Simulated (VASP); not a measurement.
A run of VASP 6.6.1:

Contents of INCAR:

```
SYSTEM = CsH
  ALGO = Normal
  EDIFF = 1E-8
  ENCUT = 520
  GGA = CA
  ISIF = 2
  ISMEAR = -1
  LASPH = .True.
  LCHARG = .False.
  LEFG = .True.
  LREAL = .False.
  LWAVE = .False.
  NBANDS = 12
  NELM = 80
  PREC = Accurate
  SIGMA = 0.01
```

File KPOINTS:

```
k-points
0
Gamma
  8 8 8
  0 0 0
```

POSCAR

```
CsH
1.0
    3.8184085400      0.0000000000      0.0000000000
    0.0000000000      3.8184085400      0.0000000000
    0.0000000000      0.0000000000      3.8184085400
Cs H
1 1
Direct
    0.0000000000      0.0000000000      0.0000000000
    0.5000000000      0.5000000000      0.5000000000
```

Potentials or basis: VASP PAW LDA potentials, release 64 (Cs_sv, H).

Run with:

```bash
$ cat potpaw_LDA.64/Cs_sv/POTCAR potpaw_LDA.64/H/POTCAR > POTCAR
$ mpirun -np 1 vasp_std > vasp.out
```

Hardware: 1 thread of Intel Xeon 6975P-C (shared host).

**Question.** How long does it take, and how much memory?

**Answer.** Wall time 14 s on 1 thread of Intel Xeon 6975P-C (shared host), peak memory 0.15 GiB. Counts: scf iterations 14, k points 35.
